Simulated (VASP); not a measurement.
# CaO (Fm-3m) in VASP: a series of runs

CaO is run at these levels: r2SCAN, HSE06; tasks: single point, relaxation of cell and atoms.

All numbers are computed with VASP 6.6.1; they aren't measurements. Logs are shortened: lines on timing, memory, paths and dates and some standing lists are left out, and cuts for length are marked.

## (1) The cell of the first run

The structure is cubic, space group Fm-3m (No. 225). The conventional cell has a = 4.795 Å, b = 4.795 Å, c = 4.795 Å, α = 90.00°, β = 90.00°, γ = 90.00°. Ca (site symmetry m-3m) has 6 O at 2.40 Å within 3.2 Å. O (site symmetry m-3m) has 6 Ca at 2.40 Å within 3.2 Å.

## (2) Single point, r2SCAN

POSCAR reads:

```
CaO
1.0
    0.0000000000      2.3975473904      2.3975473904
    2.3975473904      0.0000000000      2.3975473904
    2.3975473904      2.3975473904      0.0000000000
Ca O
1 1
Direct
    0.0000000000      0.0000000000      0.0000000000
    0.5000000000      0.5000000000      0.5000000000
```

INCAR.step1 reads:

```
SYSTEM = CaO
PREC     = Accurate       ! precision mode
ENCUT    = 910            ! plane-wave cutoff, eV
ISMEAR   = -1             ! smearing method
SIGMA    = 0.02           ! smearing width, eV
LREAL    = .FALSE.        ! projectors in reciprocal space
LASPH    = .TRUE.         ! aspherical terms in the spheres
NELM     = 120            ! most SCF steps
NBANDS   = 15             ! bands
GGA      = PE             ! functional
ALGO     = Normal         ! electronic algorithm
EDIFF    = 1E-5           ! SCF threshold, eV
LWAVE    = .TRUE.         ! write WAVECAR
LCHARG   = .FALSE.        ! write CHGCAR
GGA_COMPAT= .FALSE.
```

INCAR.step2 reads:

```
SYSTEM = CaO
PREC     = Accurate       ! precision mode
ENCUT    = 910            ! plane-wave cutoff, eV
EDIFF    = 1E-6           ! SCF threshold, eV
ISMEAR   = -1             ! smearing method
SIGMA    = 0.02           ! smearing width, eV
LREAL    = .FALSE.        ! projectors in reciprocal space
LASPH    = .TRUE.         ! aspherical terms in the spheres
NELM     = 120            ! most SCF steps
ALGO     = Normal         ! electronic algorithm
ISIF     = 2              ! what is computed and relaxed
LWAVE    = .FALSE.        ! write WAVECAR
LCHARG   = .FALSE.        ! write CHGCAR
METAGGA  = R2SCAN         ! meta-GGA
LMIXTAU  = .TRUE.       
NBANDS   = 15             ! bands
ISTART   = 1            
GGA_COMPAT= .FALSE.
```

KPOINTS reads:

```
regular mesh
0
G
  8 8 8
  0 0 0
```

Potentials or basis: VASP PAW PBE potentials, release 64 (Ca_sv, O_h).

Run with:

```console
> cat potpaw_PBE.64/Ca_sv/POTCAR potpaw_PBE.64/O_h/POTCAR > POTCAR
> cp INCAR.step1 INCAR
> mpirun -np 1 vasp_std > vasp.out
> cp INCAR.step2 INCAR
> mpirun -np 1 vasp_std > vasp.out
```

OUTCAR:

```text
SYSTEM = CaO
   PREC = Accurate
   ENCUT = 910
   EDIFF = 1E-6
   ISMEAR = -1
   LREAL = .FALSE.
   LASPH = .TRUE.
   NELM = 120
   ISIF = 2
   METAGGA = R2SCAN
   ISTART = 1

 ion  position               nearest neighbor table
   1  0.000  0.000  0.000-
   2  0.500  0.500  0.500-

  LATTYP: Found a face centered cubic cell.
 ALAT       =     4.7950947808

  Lattice vectors:

 A1 = (   0.0000000000,   2.3975473904,   2.3975473904)
 A2 = (   2.3975473904,   0.0000000000,   2.3975473904)
 A3 = (   2.3975473904,   2.3975473904,   0.0000000000)

Analysis of symmetry for initial positions (statically):
=====================================================================
 Subroutine PRICEL returns:
 Original cell was already a primitive cell.

 Routine SETGRP: Setting up the symmetry group for a
 face centered cubic supercell.

 Subroutine GETGRP returns: Found 48 space group operations
 (whereof 48 operations were pure point group operations)
 out of a pool of 48 trial point group operations.

The static configuration has the point symmetry O_h .

Analysis of symmetry for dynamics (positions and initial velocities):
=====================================================================
 Subroutine PRICEL returns:
 Original cell was already a primitive cell.

 Routine SETGRP: Setting up the symmetry group for a
 face centered cubic supercell.

 Subroutine GETGRP returns: Found 48 space group operations
 (whereof 48 operations were pure point group operations)
 out of a pool of 48 trial point group operations.

The dynamic configuration has the point symmetry O_h .

 Subroutine INISYM returns: Found 48 space group operations
 (whereof 48 operations are pure point group operations),
 and found     1 'primitive' translations

----------------------------------------------------------------------------------------

                                     Primitive cell

  volume of cell :      27.5633

  direct lattice vectors                    reciprocal lattice vectors
     0.000000000  2.397547390  2.397547390    -0.208546451  0.208546451  0.208546451
     2.397547390  0.000000000  2.397547390     0.208546451 -0.208546451  0.208546451
     2.397547390  2.397547390  0.000000000     0.208546451  0.208546451 -0.208546451

  length of vectors
     3.390644036  3.390644036  3.390644036     0.361213049  0.361213049  0.361213049

  position of ions in fractional coordinates (direct lattice)
     0.000000000  0.000000000  0.000000000
     0.500000000  0.500000000  0.500000000

  ion indices of the primitive-cell ions
[... 86 lines left out ...]
   NELECT =      16.0000    total number of electrons
   NUPDOWN=      -1.0000    fix difference up-down
   EMIN   =  10.00;   EMAX   =-10.00  energy-range for DOS
   EFERMI =   0.00;   METHOD = LEGACY
   ISMEAR =    -1;   SIGMA  =   0.02  broadening in eV -4-tet -1-fermi 0-gaus
   EFERMI_NEDOS =   21; number of points for ismear=-14 and -15
   IALGO  =     38    algorithm
   IMIX   =      4    mixing-type and parameters
     AMIX     =   0.40;   BMIX     =  1.00
     AMIX_MAG =   1.60;   BMIX_MAG =  1.00
  volume/ion in A,a.u.               =      13.78        93.00
  Fermi-wavevector in a.u.,A,eV,Ry     =   1.365644  2.580694 25.374656  1.864985
  Thomas-Fermi vector in A             =   2.491855
   LORBIT       =      0    0 simple, 1 ext, 2 COOP (PROOUT), +10 PAW based schemes
   METAGGA = R2SCAN    functional components
   LHFCALC =     F    Hartree Fock is set to
   AEXX    =    0.0000 exact exchange contribution
   IVDW    =     0    specifies the selected vdW correction
   LEPSILON=     F    determine dielectric tensor
   LRPA    =     F    only Hartree local field effects (RPA)
 non-spin polarized calculation
  energy-cutoff  :      910.00
  volume of cell :       27.56
 maximum number of plane-waves:      1759
 NGX is ok and might be reduce to    36
   NGX = 17   NGY = 17   NGZ = 17

 number of electron      16.0000000 magnetization

 Free energy of the ion-electron system (eV)
  ---------------------------------------------------
  ext. energy  EPLUGINS =         0.00000000
  ---------------------------------------------------
  free energy    TOTEN  =       -19.46348762 eV

  energy without entropy =      -19.46348762  energy(sigma->0) =      -19.46348762

 E-fermi :   2.8804     XC(G=0): -11.1145

 val. band max:        2.3312799336   @ k =   0.0000   0.0000   0.0000
 cond. band min:       6.5225966536   @ k =   0.5000   0.5000   0.0000
 fundamental gap:      4.1913167200
 Fermi energy:         2.8804048593

 k-point     1 :       0.0000    0.0000    0.0000
  band No.  band energies     occupation
      1     -36.6935      2.00000
      2     -16.5804      2.00000
      3     -16.5804      2.00000
      4     -16.5804      2.00000
      5     -14.1578      2.00000
      6       2.3313      2.00000
      7       2.3313      2.00000
      8       2.3313      2.00000
      9       7.8188      0.00000
     10       9.2059      0.00000
     11       9.2059      0.00000
     12       9.2059      0.00000
     13      10.8149      0.00000
     14      10.8149      0.00000
[... 401 lines left out ...]
      2     -17.5661      2.00000
      3     -16.8209      2.00000
      4     -16.7070      2.00000
      5     -13.1582      2.00000
      6       0.2969      2.00000
      7       1.2072      2.00000
      8       1.2699      2.00000
      9       9.7417      0.00000
     10       9.8319      0.00000
     11      11.8273      0.00000
     12      12.0592      0.00000
     13      13.3662      0.00000
     14      15.1373      0.00000
     15      17.3027      0.00000

 [... further k-points ...]

------------------------ aborting loop because EDIFF is reached ----------------------------------------

  FORCE on cell =-STRESS in cart. coord.  units (eV):
  Direction    XX          YY          ZZ          XY          YZ          ZX
  --------------------------------------------------------------------------------------
  -------------------------------------------------------------------------------------
  Total        0.1539056      0.1539056      0.1539056      0.0000000      0.0000000     -0.0000000
  in kB        8.9460948      8.9460948      8.9460948      0.0000000      0.0000000     -0.0000000
  external PRESSURE =       8.9460948 kB  Pullay stress =       0.0000000 kB

 VOLUME and BASIS-vectors are now :
 -----------------------------------------------------------------------------
  energy-cutoff  :      910.00
  volume of cell :       27.56
      direct lattice vectors                 reciprocal lattice vectors
     0.000000000  2.397547390  2.397547390    -0.208546451  0.208546451  0.208546451
     2.397547390  0.000000000  2.397547390     0.208546451 -0.208546451  0.208546451
     2.397547390  2.397547390  0.000000000     0.208546451  0.208546451 -0.208546451

 POSITION                                       TOTAL-FORCE (eV/Angst)
 -----------------------------------------------------------------------------------
      0.00000      0.00000      0.00000         0.000000     -0.000000      0.000000
      2.39755      2.39755      2.39755        -0.000000      0.000000     -0.000000
 -----------------------------------------------------------------------------------
    total drift:                                0.000000      0.000000      0.000000

  FREE ENERGIE OF THE ION-ELECTRON SYSTEM (eV)
  ---------------------------------------------------
  free  energy   TOTEN  =       -19.4634876163 eV

  energy  without entropy=      -19.4634876163  energy(sigma->0) =      -19.46348762
```

It took 77 s on 1 thread of Intel Xeon Platinum 8488C (Sapphire Rapids), shared host; peak memory 0.23 GiB.

Results:

* Free energy: -19.4635 eV
* Pressure: 0.9 GPa
* Band gap on the k mesh: 4.19 eV (least direct gap 4.56 eV)

Caveat: the cutoff is under 1.25 times the usual one of these potentials, so pressure, stress and relaxed cells hold a basis-set (Pulay) error; the PAW data sets were made with another functional, which shifts forces and pressure a little.

## (3) Relaxation of cell and atoms, r2SCAN

This run uses another cell than the first one, of 14.09 Å³/atom.

POSCAR reads:

```
CaO
1.0
    0.0000000000      2.4150560130      2.4150560130
    2.4150560130      0.0000000000      2.4150560130
    2.4150560130      2.4150560130      0.0000000000
Ca O
1 1
Direct
    0.0000000000      0.0000000000      0.0000000000
    0.5000000000      0.5000000000      0.5000000000
```

INCAR.step1 reads:

```
SYSTEM = CaO
PREC = Accurate ; ENCUT = 600
ISMEAR = -1 ; SIGMA = 0.02
LREAL = .FALSE. ; LASPH = .TRUE.
NELM = 80 ; GGA = PE
ALGO = Normal ; EDIFF = 1E-4
LWAVE = .TRUE. ; LCHARG = .FALSE.
```

INCAR.step2 reads:

```
SYSTEM = CaO
PREC = Accurate ; ENCUT = 600
EDIFF = 1E-6 ; ISMEAR = -1
SIGMA = 0.02 ; LREAL = .FALSE.
LASPH = .TRUE. ; NELM = 80
ALGO = Normal ; ISIF = 3
LWAVE = .FALSE. ; LCHARG = .FALSE.
METAGGA = R2SCAN ; LMIXTAU = .TRUE.
IBRION = 2 ; NSW = 80
EDIFFG = -0.005 ; ISTART = 1
```

KPOINTS reads:

```
Automatic mesh
0
G
  8 8 8
  0 0 0
```

Potentials or basis: VASP PAW PBE potentials, release 64 (Ca_sv, O).

Run with:

```console
> cat potpaw_PBE.64/Ca_sv/POTCAR potpaw_PBE.64/O/POTCAR > POTCAR
> cp INCAR.step1 INCAR
> mpirun -np 1 vasp_std > vasp.out
> cp INCAR.step2 INCAR
> mpirun -np 1 vasp_std > vasp.out
```

OUTCAR:

```text
SYSTEM = CaO
   PREC = Accurate
   ENCUT = 600
   EDIFF = 1E-6
   ISMEAR = -1
   LREAL = .FALSE.
   LASPH = .TRUE.
   NELM = 80
   ISIF = 3
   METAGGA = R2SCAN
   IBRION = 2
   NSW = 80
   EDIFFG = -0.005
   ISTART = 1

 ion  position               nearest neighbor table
   1  0.000  0.000  0.000-   2 2.42   2 2.42   2 2.42   2 2.42   2 2.42   2 2.42
   2  0.500  0.500  0.500-   1 2.42   1 2.42   1 2.42   1 2.42   1 2.42   1 2.42

  LATTYP: Found a face centered cubic cell.
 ALAT       =     4.8301120260

  Lattice vectors:

 A1 = (   0.0000000000,   2.4150560130,   2.4150560130)
 A2 = (   2.4150560130,   0.0000000000,   2.4150560130)
 A3 = (   2.4150560130,   2.4150560130,   0.0000000000)

Analysis of symmetry for initial positions (statically):
=====================================================================
 Subroutine PRICEL returns:
 Original cell was already a primitive cell.

 Routine SETGRP: Setting up the symmetry group for a
 face centered cubic supercell.

 Subroutine GETGRP returns: Found 48 space group operations
 (whereof 48 operations were pure point group operations)
 out of a pool of 48 trial point group operations.

The static configuration has the point symmetry O_h .

Analysis of symmetry for dynamics (positions and initial velocities):
=====================================================================
 Subroutine PRICEL returns:
 Original cell was already a primitive cell.

 Routine SETGRP: Setting up the symmetry group for a
 face centered cubic supercell.

 Subroutine GETGRP returns: Found 48 space group operations
 (whereof 48 operations were pure point group operations)
 out of a pool of 48 trial point group operations.

The dynamic configuration has the point symmetry O_h .

 Subroutine INISYM returns: Found 48 space group operations
 (whereof 48 operations are pure point group operations),
[... 135 lines left out ...]

 number of electron      15.9999999 magnetization

 Free energy of the ion-electron system (eV)
  ---------------------------------------------------
  ext. energy  EPLUGINS =         0.00000000
  ---------------------------------------------------
  free energy    TOTEN  =       -19.45637295 eV

  energy without entropy =      -19.45637295  energy(sigma->0) =      -19.45637295

------------------------ aborting loop because EDIFF is reached ----------------------------------------

  FORCE on cell =-STRESS in cart. coord.  units (eV):
  Direction    XX          YY          ZZ          XY          YZ          ZX
  --------------------------------------------------------------------------------------
  -------------------------------------------------------------------------------------
  Total       -0.2721965     -0.2721965     -0.2721965      0.0000000      0.0000000     -0.0000000
  in kB      -15.4803742    -15.4803742    -15.4803742      0.0000000      0.0000000     -0.0000000
  external PRESSURE =     -15.4803742 kB  Pullay stress =       0.0000000 kB
[... 59 lines left out ...]
--------------------------------------- Ionic step        3  -------------------------------------------

 number of electron      15.9999997 magnetization

 Free energy of the ion-electron system (eV)
  ---------------------------------------------------
  ext. energy  EPLUGINS =         0.00000000
  ---------------------------------------------------
  free energy    TOTEN  =       -19.45836866 eV

  energy without entropy =      -19.45836866  energy(sigma->0) =      -19.45836866

 E-fermi :   2.4341     XC(G=0): -11.0712

 val. band max:        2.0110283135   @ k =   0.0000   0.0000   0.0000
 cond. band min:       6.2006419074   @ k =   0.5000   0.5000   0.0000
 fundamental gap:      4.1896135940
 Fermi energy:         2.4341053115

 k-point     1 :       0.0000    0.0000    0.0000
  band No.  band energies     occupation
      1     -37.0467      2.00000
      2     -16.9391      2.00000
      3     -16.9391      2.00000
      4     -16.9391      2.00000
      5     -14.4623      2.00000
      6       2.0110      2.00000
      7       2.0110      2.00000
      8       2.0110      2.00000
      9       7.4350      0.00000
     10       8.8638      0.00000
     11       8.8638      0.00000
     12       8.8638      0.00000
[... 331 lines left out ...]
 k-point    24 :      -0.3750    0.2500    0.1250
  band No.  band energies     occupation
      1     -36.9300      2.00000
      2     -17.8944      2.00000
      3     -17.1735      2.00000
      4     -17.0626      2.00000
      5     -13.4882      2.00000
      6      -0.0130      2.00000
      7       0.8934      2.00000
      8       0.9596      2.00000
      9       9.3896      0.00000
     10       9.4781      0.00000
     11      11.4605      0.00000
     12      11.6790      0.00000

 [... further k-points ...]

------------------------ aborting loop because EDIFF is reached ----------------------------------------

  FORCE on cell =-STRESS in cart. coord.  units (eV):
  Direction    XX          YY          ZZ          XY          YZ          ZX
  --------------------------------------------------------------------------------------
  -------------------------------------------------------------------------------------
  Total        0.0039896      0.0039896      0.0039896      0.0000000      0.0000000      0.0000000
  in kB        0.2301578      0.2301578      0.2301578      0.0000000      0.0000000      0.0000000
  external PRESSURE =       0.2301578 kB  Pullay stress =       0.0000000 kB
[... 17 lines left out ...]
  FREE ENERGIE OF THE ION-ELECTRON SYSTEM (eV)
  ---------------------------------------------------
  free  energy   TOTEN  =       -19.4583686607 eV

  energy  without entropy=      -19.4583686607  energy(sigma->0) =      -19.45836866

 reached required accuracy - stopping structural energy minimisation
```

Wall time 2.1 min (1 thread of Intel Xeon Platinum 8259CL at 2.50GHz (Skylake/Cascade Lake), shared host); peak memory 0.18 GiB.

What came out:

| Item | Value |
| --- | --- |
| Free energy | -19.4584 eV |
| Relaxed volume | 13.89 Å³/atom |
| Relaxed cell | a = 3.399 Å, b = 3.399 Å, c = 3.399 Å, α = 60.00°, β = 60.00°, γ = 60.00° |
| Space group after relaxing (to 0.1 Å) | Fm-3m (No. 225) |
| Energy gained by relaxing | 1.0 meV/atom |
| Ionic steps | 3 |
| Pressure after relaxing | 0.0 GPa |
| Band gap on the k mesh | 4.19 eV (least direct gap 4.56 eV) |

The path:
```
step  energy change (eV)  largest force (eV/Å)  pressure (GPa)  volume (Å³)
   1              0.0000                0.0000           -1.55        28.17
   2             -0.0017                0.0000            0.67        27.62
   3             -0.0020                0.0000            0.02        27.77
```

Final structure:
```
Ca O
1.0
     0.00000    2.40359    2.40359
     2.40359    0.00000    2.40359
     2.40359    2.40359    0.00000
Ca O
1 1
Direct
  0.00000 0.00000 0.00000
  0.50000 0.50000 0.50000
```

Caveat: the PAW data sets were made with another functional, which shifts forces and pressure a little. r2SCAN opens gaps a little over a GGA but as a rule still falls short of measured ones.

## (4) Single point, HSE06

POSCAR reads:

```
CaO
1.0
    0.0000000000      2.3975473904      2.3975473904
    2.3975473904      0.0000000000      2.3975473904
    2.3975473904      2.3975473904      0.0000000000
Ca O
1 1
Direct
    0.0000000000      0.0000000000      0.0000000000
    0.5000000000      0.5000000000      0.5000000000
```

INCAR.step1 reads:

```
PREC = Accurate
ENCUT = 520
EDIFF = 1E-5
ISMEAR = 0
SIGMA = 0.01
LREAL = False
LASPH = True
NELM = 60
ALGO = Normal
ISIF = 2
LWAVE = True
LCHARG = False
GGA = PE
NBANDS = 15
```

INCAR.step2 reads:

```
PREC = Accurate
ENCUT = 520
EDIFF = 1E-7
ISMEAR = 0
SIGMA = 0.01
LREAL = False
LASPH = True
NELM = 60
ALGO = Normal
ISIF = 2
LWAVE = False
LCHARG = False
GGA = PE
LHFCALC = True
HFSCREEN = 0.2079
PRECFOCK = Normal
ISTART = 1
NBANDS = 15
```

KPOINTS reads:

```
regular mesh
0
Gamma
  6 6 6
```

Run with:

```console
> cat potpaw_PBE.64/Ca_sv/POTCAR potpaw_PBE.64/O/POTCAR > POTCAR
> cp INCAR.step1 INCAR
> mpirun -np 1 vasp_std > vasp.out
> cp INCAR.step2 INCAR
> mpirun -np 1 vasp_std > vasp.out
```

Wall time 27 min (1 thread of Intel Xeon Platinum 8259CL at 2.50GHz (Skylake/Cascade Lake), shared host); peak memory 0.27 GiB.

It converged, with:

| Property | Result |
| --- | --- |
| Free energy | -14.8774 eV |
| Pressure | 1.0 GPa |
| Band gap on the k mesh | 5.29 eV (least direct gap 5.72 eV) |

Levels at points of the mesh, in eV from the valence-band top:
```tsv
k point	band 4	band 5	band 6	band 7	band 8	band 9	band 10	band 11	band 12	band 13
(0.00, 0.00, 0.00)	-19.44	-17.05	0.00	0.00	0.00	6.28	8.21	8.21	8.21	9.85
(0.50, 0.00, 0.00)	-19.49	-15.61	-2.83	-1.28	-1.28	9.08	10.12	10.64	10.64	12.91
(0.50, 0.50, 0.00)	-19.69	-16.79	-1.44	-0.42	-0.42	5.29	10.20	11.18	11.98	11.98
```

Caveat: the PAW data sets were made with another functional, which shifts forces and pressure a little. A k mesh can miss the band edges.

## (5) The runs side by side

| task | level | potentials or basis | cell | k mesh | cutoff (eV) | smearing | grid for exact exchange (PRECFOCK) | share of exact exchange | screening parameter | gap on the mesh (eV) | pressure (GPa) |
| --- | --- | --- | --- | --- | --- | --- | --- | --- | --- | --- | --- |
| single point | r2SCAN | VASP PAW PBE potentials, release 64 (Ca_sv, O_h) | a = 3.391 Å, angles 60.0°, 2 atoms | 8 × 8 × 8 | 910 | fermi-dirac 0.02 eV | - | - | - | 4.19 | 0.9 |
| relaxation of cell and atoms | r2SCAN | VASP PAW PBE potentials, release 64 (Ca_sv, O) | relaxed from a = 3.415 Å, angles 60.0°, 2 atoms | 8 × 8 × 8 | 600 | fermi-dirac 0.02 eV | - | - | - | 4.19 | 0.0 |
| single point | HSE06 | VASP PAW PBE potentials, release 64 (Ca_sv, O) | a = 3.391 Å, angles 60.0°, 2 atoms | 6 × 6 × 6 | 520 | gaussian 0.01 eV | Normal | 0.25 | 0.2079 1/Å | 5.29 | 1.0 |

Alike in all rows: no spin polarisation.

Caveats: the PAW data sets were made with another functional, which shifts forces and pressure a little; the cutoff is under 1.25 times the usual one of these potentials, so pressure, stress and relaxed cells hold a basis-set (Pulay) error (at least some runs).

Absolute energies hang on the potentials; compare differences alone.
